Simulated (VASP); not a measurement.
Input of a VASP 6.6.1 run:

INCAR

```
PREC     = Accurate       # precision mode
ENCUT    = 600            # plane-wave cutoff, eV
EDIFF    = 1E-6           # SCF threshold, eV
ISMEAR   = 0              # smearing method
SIGMA    = 0.1            # smearing width, eV
LREAL    = False          # projectors in reciprocal space
LASPH    = True           # aspherical terms in the spheres
NELM     = 100            # most SCF steps
ALGO     = Normal         # electronic algorithm
ISIF     = 3              # what is computed and relaxed
LWAVE    = False          # write WAVECAR
LCHARG   = False          # write CHGCAR
GGA      = PE             # functional
IBRION   = 2              # ionic algorithm
NSW      = 90             # ionic steps
EDIFFG   = -0.04          # ionic threshold
```

The input KPOINTS:

```
Automatic mesh
0
Gamma
  6 6 2
```

The input POSCAR:

```
NbCl
1.0
    3.1774616080      0.0000000000      0.0000000000
    0.0000000000      3.0075339388      0.0000000000
    0.0000000000      0.0000000000      9.3903884777
Nb Cl
2 2
Direct
    0.7500000000      0.0000000000      0.6177838554
    0.2500000000      0.0000000000      0.3822161446
    0.7500000000      0.5000000000      0.2178872508
    0.2500000000      0.5000000000      0.7821127492
```

Potentials or basis: VASP PAW PBE potentials, release 64 (Nb_sv, Cl).

Run with:

```console
$ cat potpaw_PBE.64/Nb_sv/POTCAR potpaw_PBE.64/Cl/POTCAR > POTCAR
$ mpirun -np 1 vasp_std > vasp.out
```

Task: Estimate the space group after relaxing (to 0.1 Å).

Result: Pmma (No. 51).

Task: Estimate the band gap on the k mesh.

Result: Zero (bands 20 and 21 overlap by 0.02 eV).

Step by step:
| step | energy change (eV) | largest force (eV/Å) | pressure (GPa) | volume (Å³) |
| --- | --- | --- | --- | --- |
| 1 | 0.0000 | 0.2164 | 0.05 | 89.74 |
| 2 | -0.0033 | 0.0713 | 0.09 | 89.82 |
| 3 | -0.0034 | 0.0415 | 0.08 | 89.81 |
| 4 | -0.0040 | 0.0071 | -0.08 | 89.95 |

Caveat: this functional lacks dispersion, which binds layers or chains, so the pressure and a relaxed spacing across them are unreliable.
